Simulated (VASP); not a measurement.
# KTaO3 (Pmmm) in VASP: notebook

KTaO3 is run at these levels: PBEsol; tasks: single point.

Program: VASP 6.6.1. These are calculated values, not measurements. Logs are shortened: lines on timing, memory, paths and dates and some standing lists are left out, and cuts for length are marked.

### 1 The cell of the first run

The structure is orthorhombic, space group Pmmm (No. 47). Conventional cell: a = 3.388 Å, b = 3.547 Å, c = 3.985 Å, α = 90.00°, β = 90.00°, γ = 90.00°. K (site symmetry mmm) has 12 O at 2.45 to 2.67 Å and 8 Ta at 3.16 Å within 3.2 Å. Within 2.3 Å of Ta (site symmetry mmm) lie 6 O at 1.69 to 1.99 Å. O (site symmetry mmm) has 2 Ta at 1.69 Å within 2.3 Å. O (site symmetry mmm) has 2 Ta at 1.99 Å and 4 K at 2.45 Å and 8 O at 2.62 to 2.67 Å within 2.7 Å. O (site symmetry mmm) has 2 Ta at 1.77 Å and 4 O at 2.45 Å within 2.5 Å.

### 2 Single point, PBEsol (normal strain along x -0.1500, normal strain along z -0.1100)

INCAR reads:

```
SYSTEM = KTaO3
ALGO     = Normal         ! electronic algorithm
EDIFF    = 1E-6           ! SCF threshold, eV
ENCUT    = 520            ! plane-wave cutoff, eV
GGA      = PS             ! functional
ISIF     = 2              ! what is computed and relaxed
ISMEAR   = 0              ! smearing method
LASPH    = .True.         ! aspherical terms in the spheres
LCHARG   = .False.        ! write CHGCAR
LREAL    = .False.        ! projectors in reciprocal space
LWAVE    = .False.        ! write WAVECAR
NBANDS   = 27             ! bands
NELM     = 80             ! most SCF steps
PREC     = Accurate       ! precision mode
SIGMA    = 0.05           ! smearing width, eV
```

KPOINTS reads:

```
k-points
0
Gamma
  8 8 8
  0 0 0
```

POSCAR reads:

```
KTaO3
1.0
    3.3875543774      0.0000000000      0.0000000000
    0.0000000000      3.9853580911      0.0000000000
    0.0000000000      0.0000000000      3.5469687011
K Ta O
1 1 3
Direct
    0.5000000000      0.5000000000      0.5000000000
    0.0000000000      0.0000000000      0.0000000000
    0.5000000000      0.0000000000      0.0000000000
    0.0000000000      0.5000000000      0.0000000000
    0.0000000000      0.0000000000      0.5000000000
```

Potentials or basis: VASP PAW PBE potentials, release 64 (K_sv, Ta_pv, O).

On the command line:

```sh
> cat potpaw_PBE.64/K_sv/POTCAR potpaw_PBE.64/Ta_pv/POTCAR potpaw_PBE.64/O/POTCAR > POTCAR
> mpirun -np 1 vasp_std > vasp.out
```

OUTCAR:

```text
SYSTEM = KTaO3
   EDIFF = 1E-6
   ENCUT = 520
   GGA = PS
   ISIF = 2
   ISMEAR = 0
   LASPH = .True.
   LREAL = .False.
   NELM = 80
   PREC = Accurate

 ion  position               nearest neighbor table
   1  0.500  0.500  0.500-   4 2.45   4 2.45   4 2.45   4 2.45   5 2.62   5 2.62   5 2.62   5 2.62
                             3 2.67   3 2.67   3 2.67   3 2.67   2 3.16   2 3.16   2 3.16   2 3.16
   2  0.000  0.000  0.000-   3 1.69   3 1.69   5 1.77   5 1.77   4 1.99   4 1.99   1 3.16   1 3.16
                             1 3.16   1 3.16   1 3.16   1 3.16   1 3.16   1 3.16
   3  0.500  0.000  0.000-   2 1.69   2 1.69   1 2.67   1 2.67   1 2.67   1 2.67
   4  0.000  0.500  0.000-   2 1.99   2 1.99   1 2.45   1 2.45   1 2.45   1 2.45
   5  0.000  0.000  0.500-   2 1.77   2 1.77   1 2.62   1 2.62   1 2.62   1 2.62

  LATTYP: Found a simple orthorhombic cell.
 ALAT       =     3.3875543774
 B/A-ratio  =     1.0470588235
 C/A-ratio  =     1.1764705882

  Lattice vectors:

 A1 = (  -3.3875543774,   0.0000000000,   0.0000000000)
 A2 = (   0.0000000000,   0.0000000000,   3.5469687011)
 A3 = (   0.0000000000,   3.9853580911,   0.0000000000)

Analysis of symmetry for initial positions (statically):
=====================================================================
 Subroutine PRICEL returns:
 Original cell was already a primitive cell.

 Routine SETGRP: Setting up the symmetry group for a
 simple orthorhombic supercell.

 Subroutine GETGRP returns: Found  8 space group operations
 (whereof  8 operations were pure point group operations)
 out of a pool of  8 trial point group operations.

The static configuration has the point symmetry D_2h.

Analysis of symmetry for dynamics (positions and initial velocities):
=====================================================================
 Subroutine PRICEL returns:
 Original cell was already a primitive cell.

 Routine SETGRP: Setting up the symmetry group for a
 simple orthorhombic supercell.

 Subroutine GETGRP returns: Found  8 space group operations
 (whereof  8 operations were pure point group operations)
 out of a pool of  8 trial point group operations.

The dynamic configuration has the point symmetry D_2h.

 Subroutine INISYM returns: Found  8 space group operations
 (whereof  8 operations are pure point group operations),
 and found     1 'primitive' translations

----------------------------------------------------------------------------------------

                                     Primitive cell

  volume of cell :      47.8863

  direct lattice vectors                    reciprocal lattice vectors
     3.387554377  0.000000000  0.000000000     0.295198213  0.000000000  0.000000000
     0.000000000  3.985358091  0.000000000     0.000000000  0.250918481  0.000000000
     0.000000000  0.000000000  3.546968701     0.000000000  0.000000000  0.281930878

  length of vectors
     3.387554377  3.985358091  3.546968701     0.295198213  0.250918481  0.281930878

  position of ions in fractional coordinates (direct lattice)
     0.500000000  0.500000000  0.500000000
     0.000000000  0.000000000  0.000000000
     0.500000000  0.000000000  0.000000000
     0.000000000  0.500000000  0.000000000
     0.000000000  0.000000000  0.500000000

  ion indices of the primitive-cell ions
   primitive index   ion index
                 1           1
                 2           2
                 3           3
                 4           4
                 5           5

----------------------------------------------------------------------------------------

 KPOINTS: k-points

Automatic generation of k-mesh.
 Grid dimensions read from file:
 generate k-points for:    8    8    8

 Generating k-lattice:

  Cartesian coordinates                     Fractional coordinates (reciprocal lattice)
     0.036899777  0.000000000  0.000000000     0.125000000  0.000000000  0.000000000
     0.000000000  0.031364810  0.000000000     0.000000000  0.125000000  0.000000000
     0.000000000  0.000000000  0.035241360     0.000000000  0.000000000  0.125000000

  Length of vectors
     0.036899777  0.031364810  0.035241360

  Shift w.r.t. Gamma in fractional coordinates (k-lattice)
     0.000000000  0.000000000  0.000000000

 Subroutine IBZKPT returns following result:
 ===========================================

 Found    125 irreducible k-points:

 Following reciprocal coordinates:
            Coordinates               Weight
  0.000000  0.000000  0.000000      1.000000
  0.125000  0.000000  0.000000      2.000000
  0.250000  0.000000  0.000000      2.000000
  0.375000  0.000000  0.000000      2.000000
  0.500000  0.000000  0.000000      1.000000
  0.000000  0.125000  0.000000      2.000000
[... 16 lines left out ...]
  0.250000  0.500000  0.000000      2.000000
  0.375000  0.500000  0.000000      2.000000
 [... further k-points ...]
   k-points           NKPTS =    125   k-points in BZ     NKDIM =    125   number of bands    NBANDS=     27
   number of dos      NEDOS =    301   number of ions     NIONS =      5
   total plane-waves  NPLWV =  23520
   dimension x,y,z NGX =    28 NGY =   30 NGZ =   28
   dimension x,y,z NGXF=    56 NGYF=   60 NGZF=   56
   ions per type =               1   1   3
   NGX,Y,Z   is equivalent  to a cutoff of  13.74, 12.51, 13.12 a.u.
   NGXF,Y,Z  is equivalent  to a cutoff of  27.48, 25.03, 26.25 a.u.
 SYSTEM =  KTaO3
   PREC   = accura    normal or accurate (medium, high low for compatibility)
   ISTART =      0    job   : 0-new  1-cont  2-samecut
   ICHARG =      2    charge: 1-file 2-atom 10-const
   ISPIN  =      1    spin polarized calculation?
   LNONCOLLINEAR =      F non collinear calculations
   LSORBIT =      F    spin-orbit coupling
   LASPH  =      T    aspherical Exc in radial PAW
   ENCUT  =  520.0 eV  38.22 Ry    6.18 a.u.   6.30  7.41  6.60*2*pi/ulx,y,z
   NELM   =     80;   NELMIN=  2; NELMDL= -5     # of ELM steps
   EDIFF  = 0.1E-05   stopping-criterion for ELM
   LREAL  =      F    real-space projection
   EDIFFG = 0.1E-04   stopping-criterion for IOM
   NSW    =      0    number of steps for IOM
   IBRION =     -1    ionic relax: 0-MD 1-quasi-New 2-CG
   NFREE  =      0    steps in history (QN), initial steepest desc. (CG)
   ISIF   =      2    stress and relaxation
   ISYM   =      2    0-nonsym 1-usesym 2-fastsym
   POTIM  = 0.5000    time-step for ionic-motion
   TEBEG  =    0.0;   TEEND  =   0.0 temperature during run
   PSTRESS=    0.0 pullay stress
   NELECT =      38.0000    total number of electrons
   NUPDOWN=      -1.0000    fix difference up-down
   EMIN   =  10.00;   EMAX   =-10.00  energy-range for DOS
   EFERMI =   0.00;   METHOD = LEGACY
   ISMEAR =     0;   SIGMA  =   0.05  broadening in eV -4-tet -1-fermi 0-gaus
   EFERMI_NEDOS =   21; number of points for ismear=-14 and -15
   IALGO  =     38    algorithm
   IMIX   =      4    mixing-type and parameters
     AMIX     =   0.40;   BMIX     =  1.00
     AMIX_MAG =   1.60;   BMIX_MAG =  1.00
  volume/ion in A,a.u.               =       9.58        64.63
  Fermi-wavevector in a.u.,A,eV,Ry     =   1.515650  2.864164 31.255251  2.297196
  Thomas-Fermi vector in A             =   2.625146
   LORBIT       =      0    0 simple, 1 ext, 2 COOP (PROOUT), +10 PAW based schemes
   GGA     = PS    functional components
   LHFCALC =     F    Hartree Fock is set to
   AEXX    =    0.0000 exact exchange contribution
   IVDW    =     0    specifies the selected vdW correction
   LEPSILON=     F    determine dielectric tensor
   LRPA    =     F    only Hartree local field effects (RPA)
 non-spin polarized calculation
 Gauss-broadening in eV      SIGMA  =   0.05
  energy-cutoff  :      520.00
  volume of cell :       47.89
 maximum number of plane-waves:      1310
 NGX is ok and might be reduce to    28
   NGX = 13   NGY = 15   NGZ = 13

 number of electron      37.9999990 magnetization

 Free energy of the ion-electron system (eV)
  ---------------------------------------------------
  ext. energy  EPLUGINS =         0.00000000
  ---------------------------------------------------
  free energy    TOTEN  =       -36.71200478 eV

  energy without entropy =      -36.71200478  energy(sigma->0) =      -36.71200478

 E-fermi :   4.8425     XC(G=0): -12.6742

 val. band max:        4.5316092092   @ k =   0.0000   0.0000   0.0000
 cond. band min:       6.1784977265   @ k =   0.0000   0.0000   0.0000
 fundamental gap:      1.6468885173
 Fermi energy:         4.8425449863

 k-point     1 :       0.0000    0.0000    0.0000
  band No.  band energies     occupation
      1     -29.6485      2.00000
      2     -29.2624      2.00000
      3     -28.7825      2.00000
      4     -23.1624      2.00000
      5     -15.4821      2.00000
      6     -14.6308      2.00000
[... 19 lines left out ...]
     26      14.0747      0.00000
     27      16.0769      0.00000

 k-point     2 :       0.1250    0.0000    0.0000
  band No.  band energies     occupation
      1     -29.7519      2.00000
      2     -29.2570      2.00000
      3     -28.7766      2.00000
      4     -23.1322      2.00000
      5     -15.0668      2.00000
      6     -14.5981      2.00000
[... 19 lines left out ...]
     26      14.3206      0.00000
     27      15.7848      0.00000

 k-point     3 :       0.2500    0.0000    0.0000
  band No.  band energies     occupation
      1     -29.9883      2.00000
      2     -29.2440      2.00000
      3     -28.7623      2.00000
      4     -23.0609      2.00000
      5     -14.7741      2.00000
      6     -13.6784      2.00000
[... 19 lines left out ...]
     26      15.0458      0.00000
     27      15.1348      0.00000

 k-point     4 :       0.3750    0.0000    0.0000
  band No.  band energies     occupation
      1     -30.2088      2.00000
      2     -29.2310      2.00000
      3     -28.7479      2.00000
      4     -22.9908      2.00000
      5     -14.8171      2.00000
      6     -13.0956      2.00000
[... 19 lines left out ...]
     26      14.5130      0.00000
     27      16.1278      0.00000

 k-point     5 :       0.5000    0.0000    0.0000
  band No.  band energies     occupation
      1     -30.2960      2.00000
      2     -29.2256      2.00000
      3     -28.7419      2.00000
      4     -22.9619      2.00000
      5     -14.8439      2.00000
      6     -13.1217      2.00000
[... 19 lines left out ...]
     26      14.8071      0.00000
     27      15.8838      0.00000

 k-point     6 :       0.0000    0.1250    0.0000
  band No.  band energies     occupation
      1     -29.6480      2.00000
      2     -29.2617      2.00000
      3     -28.8020      2.00000
      4     -23.1461      2.00000
      5     -15.5092      2.00000
      6     -14.6437      2.00000
[... 444 lines left out ...]
      1     -29.6444      2.00000
      2     -29.2578      2.00000
      3     -28.9125      2.00000
      4     -23.0518      2.00000
      5     -15.6816      2.00000
      6     -14.6988      2.00000
[... 19 lines left out ...]
     26      15.3738      0.00000
     27      15.4743      0.00000

 k-point    22 :       0.1250    0.5000    0.0000
  band No.  band energies     occupation
      1     -29.7464      2.00000
      2     -29.2525      2.00000
      3     -28.9046      2.00000
      4     -23.0389      2.00000
      5     -15.2913      2.00000
      6     -14.5950      2.00000
[... 19 lines left out ...]
     26      15.4554      0.00000
     27      15.6247      0.00000

 k-point    23 :       0.2500    0.5000    0.0000
  band No.  band energies     occupation
      1     -29.9802      2.00000
      2     -29.2397      2.00000
      3     -28.8854      2.00000
      4     -23.0075      2.00000
      5     -14.8177      2.00000
      6     -13.7361      2.00000
[... 19 lines left out ...]
     26      15.6996      0.00000
     27      16.2954      0.00000

 k-point    24 :       0.3750    0.5000    0.0000
  band No.  band energies     occupation
      1     -30.1986      2.00000
      2     -29.2268      2.00000
      3     -28.8661      2.00000
      4     -22.9756      2.00000
      5     -14.6953      2.00000
      6     -12.1631      2.00000
[... 19 lines left out ...]
     26      16.2841      0.00000
     27      16.4006      0.00000

 [... further k-points ...]

------------------------ aborting loop because EDIFF is reached ----------------------------------------

  FORCE on cell =-STRESS in cart. coord.  units (eV):
  Direction    XX          YY          ZZ          XY          YZ          ZX
  --------------------------------------------------------------------------------------
  -------------------------------------------------------------------------------------
  Total       59.6754467     10.0442490     41.0809279      0.0000000      0.0000000      0.0000000
  in kB     1996.6193680    336.0601931   1374.4844963      0.0000000      0.0000000      0.0000000
  external PRESSURE =    1235.7213525 kB  Pullay stress =       0.0000000 kB

 VOLUME and BASIS-vectors are now :
 -----------------------------------------------------------------------------
  energy-cutoff  :      520.00
  volume of cell :       47.89
      direct lattice vectors                 reciprocal lattice vectors
     3.387554377  0.000000000  0.000000000     0.295198213  0.000000000  0.000000000
     0.000000000  3.985358091  0.000000000     0.000000000  0.250918481  0.000000000
     0.000000000  0.000000000  3.546968701     0.000000000  0.000000000  0.281930878

 POSITION                                       TOTAL-FORCE (eV/Angst)
 -----------------------------------------------------------------------------------
      1.69378      1.99268      1.77348         0.000000      0.000000      0.000000
      0.00000      0.00000      0.00000         0.000000      0.000000      0.000000
      1.69378      0.00000      0.00000         0.000000      0.000000      0.000000
      0.00000      1.99268      0.00000         0.000000      0.000000      0.000000
      0.00000      0.00000      1.77348         0.000000      0.000000      0.000000
 -----------------------------------------------------------------------------------
    total drift:                                0.000000      0.000000     -0.000000

  FREE ENERGIE OF THE ION-ELECTRON SYSTEM (eV)
  ---------------------------------------------------
  free  energy   TOTEN  =       -36.7120047845 eV

  energy  without entropy=      -36.7120047845  energy(sigma->0) =      -36.71200478
```

It took 56 s on 1 thread of Intel Xeon 6975P-C (Granite Rapids), shared host; peak memory 0.27 GiB.

Results:

```yaml
Free_energy: -36.7120 eV
Pressure: 123.6 GPa
Band_gap_on_the_k_mesh: 1.65 eV
```

Caveat: the cell differs from its parent crystal (normal strain along x -0.1500, normal strain along z -0.1100); the cell stands under pressure; the PAW data sets were made with another functional, which shifts forces and pressure a little; spin-orbit coupling is left out, which moves the levels of the heavy elements. A k mesh can miss the band edges.

### 3 Single point, PBEsol (normal strain along x -0.1500, normal strain along z -0.0550)

INCAR reads:

```
SYSTEM = KTaO3
ALGO = Normal
EDIFF = 1E-7
ENCUT = 520
GGA = PS
ISIF = 2
ISMEAR = 0
LASPH = .True.
LCHARG = .False.
LREAL = .False.
LWAVE = .False.
NBANDS = 27
NELM = 80
PREC = Accurate
SIGMA = 0.05
```

KPOINTS is that of step 2.

POSCAR, as its differences from that of step 2:

```diff
@@ -4,3 +4,3 @@
     0.0000000000      3.9853580911      0.0000000000
-    0.0000000000      0.0000000000      3.5469687011
+    0.0000000000      0.0000000000      3.7661633961
 K Ta O
```

Potentials or basis: VASP PAW PBE potentials, release 64 (K_sv, Ta_pv, O).

On the command line:

```sh
> cat potpaw_PBE.64/K_sv/POTCAR potpaw_PBE.64/Ta_pv/POTCAR potpaw_PBE.64/O/POTCAR > POTCAR
> mpirun -np 1 vasp_std > vasp.out
```

It took 63 s on 1 thread of Intel Xeon 6975P-C (Granite Rapids), shared host; peak memory 0.28 GiB.

It converged, with:

* Free energy: -38.5107 eV
* Pressure: 88.5 GPa
* Band gap on the k mesh: 1.65 eV

Stress tensor (GPa, compression positive):
```
177.64   0.00   0.00
  0.00  24.96   0.00
  0.00   0.00  62.85
```

Levels at points of the mesh, in eV from the valence-band top:
```
           k point  band 16  band 17  band 18  band 19  band 20  band 21  band 22  band 23
(0.00, 0.00, 0.00)    -1.29    -1.10    -0.86     0.00     1.65     2.00     2.07     6.50
(0.50, 0.00, 0.00)    -2.67    -2.56    -1.27    -1.13     2.21     7.50     7.81     7.82
(0.00, 0.50, 0.00)    -2.46    -2.35    -1.28    -0.11     2.23     4.82     4.84     8.46
(0.50, 0.50, 0.00)    -2.27    -2.04    -1.61    -0.87     5.00     7.76     8.53     9.44
(0.00, 0.00, 0.50)    -2.35    -1.94    -1.40    -0.11     2.24     5.68     5.69     7.44
(0.50, 0.00, 0.50)    -1.82    -1.56    -1.36    -0.76     5.84     7.75     8.08     8.94
(0.00, 0.50, 0.50)    -3.26    -3.04    -0.71    -0.26     4.91     5.72     6.67     9.52
(0.50, 0.50, 0.50)    -4.11    -0.62    -0.50    -0.49     7.19     8.07     8.67     8.90
```

Caveat: the cell differs from its parent crystal (normal strain along x -0.1500, normal strain along z -0.0550); the cell stands under pressure; the PAW data sets were made with another functional, which shifts forces and pressure a little; spin-orbit coupling is left out, which moves the levels of the heavy elements. A k mesh can miss the band edges.
